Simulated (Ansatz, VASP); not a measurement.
## One calculation of BAs, two programs

```xyz
2
Lattice="0.0000 2.3562 2.3562 2.3562 0.0000 2.3562 2.3562 2.3562 0.0000" Properties=species:S:1:pos:R:3 pbc="T T T"
As    3.5343    3.5343    3.5343
B     0.0000    0.0000    0.0000
```

Alike in both runs: task single point; functional PBE0; k mesh 5 × 5 × 5; occupations fermi-dirac, width 0.05 eV; no spin polarisation.

|  | VASP | Ansatz |
| --- | --- | --- |
| version | VASP 6.6.1 | Ansatz 0.2.0 |
| potentials or method | VASP PAW PBE potentials, release 64 (As, B) | Ansatz PAW |
| plane-wave cutoff (eV) | 520 | 420 |
| valence electrons in the cell | 8 | 18 |

|  | VASP | Ansatz | Ansatz less VASP |
| --- | --- | --- | --- |
| gap on the k mesh at the Fermi level (eV) | 2.54 | 2.49 | -0.046 |
| least direct gap on the mesh (eV) | 4.91 | 4.87 | -0.042 |
| pressure (GPa) | 5.9 | 6.0 | +0.12 |

VASP's potentials hold 8 valence electrons a cell and Ansatz's 18, so a difference there can come from the potentials and not from the codes.

The k mesh is coarse, so the values compare programs but aren't converged. Noted on Ansatz's run: odd divisions of the mesh miss points on the zone boundary, where band edges often lie, so the gap on the mesh can be too wide.
